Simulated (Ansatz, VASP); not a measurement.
## Two plane-wave programs on TiTe2

The input POSCAR:

```
TiTe2
1.0
    3.6998967326      0.0000000000      0.0000000000
   -1.8499483663      3.2042045618      0.0000000000
    0.0000000000      0.0000000000      6.3653505344
Ti Te
1 2
Direct
    0.0000000000      0.0000000000      0.0000000000
    0.6666666667      0.3333333333      0.2628000000
    0.3333333333      0.6666666667      0.7372000000
```

File INCAR.step1:

```
PREC = Accurate
ENCUT = 520
ISMEAR = 0
SIGMA = 0.05
LREAL = F
LASPH = T
NELM = 80
NBANDS = 19
GGA = PE
ALGO = Normal
EDIFF = 1E-4
LWAVE = T
LCHARG = F
```

INCAR.step2

```
PREC = Accurate
ENCUT = 520
EDIFF = 1E-6
ISMEAR = 0
SIGMA = 0.05
LREAL = F
LASPH = T
NELM = 80
ALGO = Normal
ISIF = 2
LWAVE = F
LCHARG = F
METAGGA = R2SCAN
LMIXTAU = T
NBANDS = 19
ISTART = 1
```

File KPOINTS:

```
Automatic mesh
0
Gamma
  9 9 6
```

Input for Ansatz:

```yaml
crystal:
  lattice:
    - [3.6998967326, 0.0, 0.0]
    - [-1.8499483663, 3.2042045618, 0.0]
    - [0.0, 0.0, 6.3653505344]
  atoms:
    - { symbol: Ti, position: [0.0, 0.0, 0.0] }
    - { symbol: Te, position: [0.6666666667, 0.3333333333, 0.2628] }
    - { symbol: Te, position: [0.3333333333, 0.6666666667, 0.7372] }
basis:
  ecutwfc: 500
  fft_grid_basis: typed
kpoints:
  mp_grid: { grid: [9, 9, 6] }
hamiltonian:
  xc: r2scan
  pseudopotentials: { kind: paw }
scf:
  occupations: { method: gaussian, width: 0.05 }
output:
  forces: true
  stress: true
  eigenvalues: true
  bader: true
  write_density: true
  volumetric_format: npy
  elf: true
```

Alike in both runs: task single point; functional r2SCAN; k mesh 9 × 9 × 6; occupations gaussian, width 0.05 eV; no spin polarisation.

|  | VASP | Ansatz |
| --- | --- | --- |
| version | VASP 6.6.1 | Ansatz 0.2.0 |
| potentials or method | VASP PAW PBE potentials, release 64 (Ti_sv, Te), cutoff 520 eV | scalar-relativistic, plane waves, PAW |
| valence electrons in the cell | 24 | 44 |

|  | VASP | Ansatz | Ansatz less VASP |
| --- | --- | --- | --- |
| gap on the k mesh at the Fermi level (eV) | none | none | - |
| pressure (GPa) | 6.0 | 5.8 | -0.13 |
| traceless stress, the component that is largest in VASP (GPa) | 0.02 | 0.07 | +0.049 |
| rms of the force components (eV/Å) | 0.186 | 0.176 | -0.0097 |

VASP's potentials were made for PBE, not for r2SCAN. Atom by atom the forces differ by 0.010 eV/Å (rms over components). A gap of «none» marks a metal or a gap that the smearing closes. VASP's potentials hold 24 valence electrons a cell and Ansatz's 44, so a difference there can come from the potentials and not from the codes.

Spin-orbit coupling is off throughout.
